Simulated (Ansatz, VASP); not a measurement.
# SnGe5Se6 in VASP and in Ansatz

```xyz
12
Lattice="4.0345 0.0000 0.0000 -2.0173 3.4940 0.0000 0.0000 0.0000 19.9514" Properties=species:S:1:pos:R:3 pbc="T T T"
Sn    0.0000    0.0000    9.9757
Ge    0.0000    0.0000    0.0000
Ge    0.0000    2.3293   16.7073
Ge    2.0173    1.1647   13.4637
Ge    0.0000    2.3293    6.4877
Ge    2.0173    1.1647    3.2441
Se    2.0173    1.1647   18.3306
Se    0.0000    0.0000   15.0898
Se    0.0000    2.3293   11.8517
Se    2.0173    1.1647    8.0997
Se    0.0000    0.0000    4.8616
Se    0.0000    2.3293    1.6208
```

Alike in both runs: functional PBE; k mesh 6 × 6 × 1; occupations gaussian, width 0.1 eV; no spin polarisation.

Ansatz relaxed the structure, and its values are those at the end. VASP's run is a single point on that final structure, the one shown.

```csv
,VASP,Ansatz
version,VASP 6.6.1,Ansatz 0.2.0
potentials or method,"VASP PAW PBE potentials, release 64 (Sn_d, Ge_d, Se), cutoff 520 eV","scalar-relativistic, plane waves, PAW"
valence electrons in the cell,120,180
```

|  | VASP | Ansatz | Ansatz less VASP |
| --- | --- | --- | --- |
| gap on the k mesh at the Fermi level (eV) | 0.09 | 0.09 | -0.002 |
| least direct gap on the mesh (eV) | 0.17 | 0.17 | -0.002 |
| pressure (GPa) | 0.0 | 0.0 | -0.02 |
| rms of the force components (eV/Å) | 0.005 | 0.006 | +0.0004 |

VASP's potentials hold 120 valence electrons a cell and Ansatz's 180, so a difference there can come from the potentials and not from the codes.
